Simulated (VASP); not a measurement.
# Al3GaN4 (Cm) in VASP: a series of runs, part 2 of 2

VASP 6.6.1.

## 4. Single point, r2SCAN (atoms displaced along a vibrational mode)

POSCAR

```
Al3GaN4
1.0
    4.4012372926      0.0000000000      0.0000000000
    0.0000000000      4.4012372926      0.0000000000
    0.0000000000      0.0000000000      4.4012372926
Al Ga N
3 1 4
Direct
    0.5000000000      0.4959834773      0.0000000000
    0.5000000000      0.0000000000      0.4959834773
    0.0000000000      0.5040165227      0.5040165227
    0.0000000000      0.0000000000      0.0000000000
    0.7444581602      0.7431542768      0.2542379564
    0.7444581602      0.2542379564      0.7431542768
    0.2581496065      0.7457620436      0.7457620436
    0.2529340731      0.2568457232      0.2568457232
```

INCAR.step1

```
ALGO     = Normal         # electronic algorithm
EDIFF    = 1E-4           # SCF threshold, eV
ENCUT    = 520            # plane-wave cutoff, eV
GGA      = PE             # functional
ISMEAR   = 0              # smearing method
LASPH    = T              # aspherical terms in the spheres
LCHARG   = F              # write CHGCAR
LREAL    = F              # projectors in reciprocal space
LWAVE    = T              # write WAVECAR
NBANDS   = 31             # bands
NELM     = 60             # most SCF steps
PREC     = Accurate       # precision mode
SIGMA    = 0.05           # smearing width, eV
```

INCAR.step2

```
ALGO     = Normal         # electronic algorithm
EDIFF    = 1E-6           # SCF threshold, eV
ENCUT    = 520            # plane-wave cutoff, eV
ISIF     = 2              # what is computed and relaxed
ISMEAR   = 0              # smearing method
ISTART   = 1            
LASPH    = T              # aspherical terms in the spheres
LCHARG   = F              # write CHGCAR
LMIXTAU  = T            
LREAL    = F              # projectors in reciprocal space
LWAVE    = F              # write WAVECAR
METAGGA  = R2SCAN         # meta-GGA
NBANDS   = 31             # bands
NELM     = 60             # most SCF steps
PREC     = Accurate       # precision mode
SIGMA    = 0.05           # smearing width, eV
```

KPOINTS

```
k-points
0
Gamma
  6 6 6
```

Potentials or basis: VASP PAW PBE potentials, release 64 (Al, Ga_d, N).

Command:

```sh
$ cat potpaw_PBE.64/Al/POTCAR potpaw_PBE.64/Ga_d/POTCAR potpaw_PBE.64/N/POTCAR > POTCAR
$ cp INCAR.step1 INCAR
$ mpirun -np 1 vasp_std > vasp.out
$ cp INCAR.step2 INCAR
$ mpirun -np 1 vasp_std > vasp.out
```

OUTCAR:

```text
EDIFF = 1E-6
   ENCUT = 520
   ISIF = 2
   ISMEAR = 0
   ISTART = 1
   LASPH = T
   LREAL = F
   METAGGA = R2SCAN
   NELM = 60
   PREC = Accurate

 ion  position               nearest neighbor table
   1  0.500  0.496  0.000-   6 1.89   8 1.89   5 1.90   7 1.90   2 3.09   4 3.10   4 3.10   3 3.10
                             3 3.10   2 3.11   2 3.11   4 3.12   4 3.12   3 3.12   3 3.12   2 3.14
   2  0.500  0.000  0.496-   5 1.89   8 1.89   6 1.90   7 1.90   1 3.09   4 3.10   4 3.10   3 3.10
                             3 3.10   1 3.11   1 3.11   4 3.12   4 3.12   3 3.12   3 3.12   1 3.14
   3  0.000  0.504  0.504-   7 1.89   6 1.89   5 1.89   8 1.90   4 3.09   2 3.10   1 3.10   1 3.10
                             2 3.10   4 3.11   4 3.11   2 3.12   1 3.12   1 3.12   2 3.12   4 3.14
   4  0.000  0.000  0.000-   5 1.95   6 1.95   7 1.95   8 1.95   3 3.09   2 3.10   1 3.10   1 3.10
                             2 3.10   3 3.11   3 3.11   2 3.12   1 3.12   2 3.12   1 3.12   3 3.14
   5  0.744  0.743  0.254-   2 1.89   3 1.89   1 1.90   4 1.95
   6  0.744  0.254  0.743-   1 1.89   3 1.89   2 1.90   4 1.95
   7  0.258  0.746  0.746-   3 1.89   2 1.90   1 1.90   4 1.95
   8  0.253  0.257  0.257-   1 1.89   2 1.89   3 1.90   4 1.95

  LATTYP: Found a simple cubic cell.
 ALAT       =     4.4012372926

  Lattice vectors:

 A1 = (   4.4012372926,   0.0000000000,   0.0000000000)
 A2 = (   0.0000000000,   4.4012372926,   0.0000000000)
 A3 = (   0.0000000000,   0.0000000000,   4.4012372926)

Analysis of symmetry for initial positions (statically):
=====================================================================
 Subroutine PRICEL returns:
 Original cell was already a primitive cell.

 Routine SETGRP: Setting up the symmetry group for a
 simple cubic supercell.

 Subroutine GETGRP returns: Found  2 space group operations
 (whereof  2 operations were pure point group operations)
 out of a pool of 48 trial point group operations.

The static configuration has the point symmetry C_1h.

Analysis of symmetry for dynamics (positions and initial velocities):
=====================================================================
 Subroutine PRICEL returns:
[... 150 lines left out ...]
   LEPSILON=     F    determine dielectric tensor
   LRPA    =     F    only Hartree local field effects (RPA)
 non-spin polarized calculation
 Gauss-broadening in eV      SIGMA  =   0.05
  energy-cutoff  :      520.00
  volume of cell :       85.26
 maximum number of plane-waves:      2320
 NGX is ok and might be reduce to    36
   NGX = 17   NGY = 17   NGZ = 17

 number of electron      41.9999990 magnetization

 Free energy of the ion-electron system (eV)
  ---------------------------------------------------
  ext. energy  EPLUGINS =         0.00000000
  ---------------------------------------------------
  free energy    TOTEN  =       -79.42803624 eV

  energy without entropy =      -79.42803624  energy(sigma->0) =      -79.42803624

 E-fermi :   5.7759     XC(G=0): -11.7545

 val. band max:        5.4932040857   @ k =   0.0000   0.0000   0.0000
 cond. band min:       9.4901770637   @ k =   0.0000   0.0000   0.0000
 fundamental gap:      3.9969729779
 Fermi energy:         5.7759351577

 k-point     1 :       0.0000    0.0000    0.0000
  band No.  band energies     occupation
      1     -10.4819      2.00000
      2      -8.5685      2.00000
      3      -8.5684      2.00000
      4      -8.5684      2.00000
      5      -7.4673      2.00000
      6      -7.4673      2.00000
[... 805 lines left out ...]
     30      16.9814      0.00000
     31      17.1717      0.00000

 [... further k-points ...]

------------------------ aborting loop because EDIFF is reached ----------------------------------------

  FORCE on cell =-STRESS in cart. coord.  units (eV):
  Direction    XX          YY          ZZ          XY          YZ          ZX
  --------------------------------------------------------------------------------------
  -------------------------------------------------------------------------------------
  Total       -0.0024735     -0.0117318     -0.0117318      0.0000575     -0.0040147      0.0000555
  in kB       -0.0464841     -0.2204703     -0.2204703      0.0010811     -0.0754460      0.0010436
  external PRESSURE =      -0.1624749 kB  Pullay stress =       0.0000000 kB

 VOLUME and BASIS-vectors are now :
 -----------------------------------------------------------------------------
  energy-cutoff  :      520.00
  volume of cell :       85.26
      direct lattice vectors                 reciprocal lattice vectors
     4.401237293  0.000000000  0.000000000     0.227208835  0.000000000  0.000000000
     0.000000000  4.401237293  0.000000000     0.000000000  0.227208835  0.000000000
     0.000000000  0.000000000  4.401237293     0.000000000  0.000000000  0.227208835

 POSITION                                       TOTAL-FORCE (eV/Angst)
 -----------------------------------------------------------------------------------
      2.20062      2.18294      0.00000        -0.001529      0.211806     -0.000049
      2.20062      0.00000      2.18294        -0.001529     -0.000049      0.211806
      0.00000      2.21830      2.21830        -0.003323     -0.211756     -0.211756
      0.00000      0.00000      0.00000        -0.000306     -0.000013     -0.000013
      3.27654      3.27080      1.11896        -0.042049     -0.009335      0.080092
      3.27654      1.11896      3.27080        -0.042049      0.080092     -0.009335
      1.13618      3.28228      3.28228        -0.025361     -0.077776     -0.077776
      1.11322      1.13044      1.13044         0.116147      0.007031      0.007031
 -----------------------------------------------------------------------------------
    total drift:                                0.002293      0.000314      0.000314

  FREE ENERGIE OF THE ION-ELECTRON SYSTEM (eV)
  ---------------------------------------------------
  free  energy   TOTEN  =       -79.4280362433 eV

  energy  without entropy=      -79.4280362433  energy(sigma->0) =      -79.42803624
```

OUTCAR.step1:

```text
EDIFF = 1E-4
   ENCUT = 520
   GGA = PE
   ISMEAR = 0
[... 1065 lines left out ...]
      3.27654      3.27080      1.11896        -0.057638     -0.032674      0.088250
      3.27654      1.11896      3.27080        -0.057638      0.088250     -0.032674
      1.13618      3.28228      3.28228         0.005502     -0.086076     -0.086076
      1.11322      1.13044      1.13044         0.116868      0.030594      0.030594
 -----------------------------------------------------------------------------------
    total drift:                               -0.000452      0.000316      0.000316

  FREE ENERGIE OF THE ION-ELECTRON SYSTEM (eV)
  ---------------------------------------------------
  free  energy   TOTEN  =       -56.6442428991 eV

  energy  without entropy=      -56.6442428991  energy(sigma->0) =      -56.64424290
```

OSZICAR.step1:

```text
N       E                     dE             d eps       ncg     rms          rms(c)
DAV:   1     0.316482965947E+03    0.31648E+03   -0.19586E+04  4777   0.168E+03
DAV:   2    -0.224363908654E+02   -0.33892E+03   -0.31429E+03  4930   0.450E+02
DAV:   3    -0.643024205922E+02   -0.41866E+02   -0.41297E+02  4807   0.125E+02
DAV:   4    -0.659479710101E+02   -0.16456E+01   -0.16389E+01  5625   0.278E+01
DAV:   5    -0.659860426730E+02   -0.38072E-01   -0.38058E-01  4959   0.392E+00    0.169E+01
DAV:   6    -0.564869826892E+02    0.94991E+01   -0.29332E+01  6664   0.527E+01    0.555E+00
DAV:   7    -0.566820402829E+02   -0.19506E+00   -0.31579E+00  5075   0.109E+01    0.406E+00
DAV:   8    -0.566763328524E+02    0.57074E-02   -0.43959E-01  5728   0.616E+00    0.104E+00
DAV:   9    -0.566445225661E+02    0.31810E-01   -0.10445E-01  6583   0.415E+00    0.528E-01
DAV:  10    -0.566438729993E+02    0.64957E-03   -0.14789E-02  5148   0.675E-01    0.193E-01
DAV:  11    -0.566442367504E+02   -0.36375E-03   -0.10856E-03  6295   0.266E-01    0.207E-02
DAV:  12    -0.566442428991E+02   -0.61487E-05   -0.12726E-04  3871   0.886E-02
   1 F= -.56644243E+02 E0= -.56644243E+02  d E =-.910472E-16
```

It took 11 min on 1 thread of Intel Xeon 8259CL, shared host; peak memory 0.33 GiB.

Results:

| Item | Value |
| --- | --- |
| Free energy | -79.4280 eV |
| Pressure | 0.0 GPa |
| Largest force | 0.299 eV/Å |
| Band gap on the k mesh | 4.00 eV |

Forces in eV/Å, atoms in the order of the input:
```
Al  -0.002  0.212  0.000
Al  -0.002  0.000  0.212
Al  -0.003 -0.212 -0.212
Ga   0.000  0.000  0.000
N   -0.042 -0.009  0.080
N   -0.042  0.080 -0.009
N   -0.025 -0.078 -0.078
N    0.116  0.007  0.007
```

Caveat: the cell differs from its parent crystal (atoms displaced along a vibrational mode); the PAW data sets were made with another functional, which shifts forces and pressure a little.

## 5. The runs side by side

| cell | gap on the mesh (eV) | pressure (GPa) | largest force (eV/Å) |
| --- | --- | --- | --- |
| as given, atomic positions A | 3.94 | -0.1 | 1.19 |
| as given, atomic positions B | 3.96 | -0.1 | 0.90 |
| as given, atomic positions C | 4.00 | 0.0 | 0.30 |

Alike in all rows: task single point; level r2SCAN; potentials or basis VASP PAW PBE potentials, release 64 (Al, Ga_d, N); no spin polarisation; k mesh 6 × 6 × 6; cutoff (eV) 520; smearing gaussian 0.05 eV.

Caveats: the PAW data sets were made with another functional, which shifts forces and pressure a little.

Absolute energies hang on the potentials; compare differences alone.
